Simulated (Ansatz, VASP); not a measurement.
# BaTiO3 in VASP and in Ansatz

The input INCAR:

```
ALGO = Normal
EDIFF = 1E-6
ENCUT = 520
GGA = PE
ISIF = 2
ISMEAR = -1
LASPH = True
LCHARG = False
LREAL = False
LWAVE = False
NBANDS = 28
NELM = 100
PREC = Accurate
SIGMA = 0.05
```

File KPOINTS:

```
k-points
0
Gamma
  8 8 8
```

File POSCAR:

```
BaTiO3
1.0
    3.9841000000      0.0000000000      0.0000000000
    0.0000000000      2.8370500000      2.7604260000
    0.0000000000     -2.8370500000      2.7604260000
Ba Ti O
1 1 3
Direct
    0.0000000000      0.0000000000      0.0000000000
    0.5000000000      0.5079000000      0.5079000000
    0.0000000000      0.4921000000      0.4921000000
    0.5000000000      0.5025100000      0.9937100000
    0.5000000000      0.9937100000      0.5025100000
```

Input for Ansatz:

```yaml
crystal:
  lattice:
    - [3.9841, 0.0, 0.0]
    - [0.0, 2.83705, 2.760426]
    - [0.0, -2.83705, 2.760426]
  atoms:
    - { symbol: Ba, position: [0.0, 0.0, 0.0] }
    - { symbol: Ti, position: [0.5, 0.5079, 0.5079] }
    - { symbol: O, position: [0.0, 0.4921, 0.4921] }
    - { symbol: O, position: [0.5, 0.50251, 0.99371] }
    - { symbol: O, position: [0.5, 0.99371, 0.50251] }
kpoints:
  mp_grid: { grid: [8, 8, 8] }
  band_path:
    path:
      - [0.0, 0.0, 0.0]
      - [0.0, 0.5, -0.5]
      - [0.0, 0.5133218055, -0.4866781945]
      - [0.0, 0.4866781945, 0.4866781945]
      - [0.0, 0.0, 0.0]
      - [0.5, 0.0, 0.0]
      - [0.5, 0.4866781945, 0.4866781945]
      - [0.5, 0.5133218055, -0.4866781945]
      - [0.5, 0.5, -0.5]
    npoints: 5
scf:
  occupations: { method: fermi_dirac, width: 0.05 }
hamiltonian:
  xc: pbe
  pseudopotentials: { kind: all_electron, lapw: { basis_error: 0.001 } }
output:
  forces: true
  stress: true
  eigenvalues: true
```

Change from the starting cell: zz strain of -3 %.

Alike in both runs: task single point; functional PBE; k mesh 8 × 8 × 8; occupations fermi-dirac, width 0.05 eV; no spin polarisation.

```csv
,VASP,Ansatz
version,VASP 6.6.1,Ansatz 0.2.0
potentials or method,"VASP PAW PBE potentials, release 64 (Ba_sv, Ti_sv, O), cutoff 520 eV","all-electron LAPW, scalar-relativistic"
```

|  | VASP | Ansatz | Ansatz less VASP |
| --- | --- | --- | --- |
| gap on the k mesh at the Fermi level (eV) | 1.87 | 1.93 | +0.060 |
| pressure (GPa) | 9.5 | 7.5 | -1.99 |
| traceless stress, the component that is largest in VASP (GPa) | 4.36 | 4.20 | -0.157 |
| rms of the force components (eV/Å) | 0.060 | 0.059 | -0.0015 |

Atom by atom the forces differ by 0.011 eV/Å (rms over components). Ansatz ran all-electron here, and VASP with PAW potentials.

Spin-orbit coupling is off throughout.
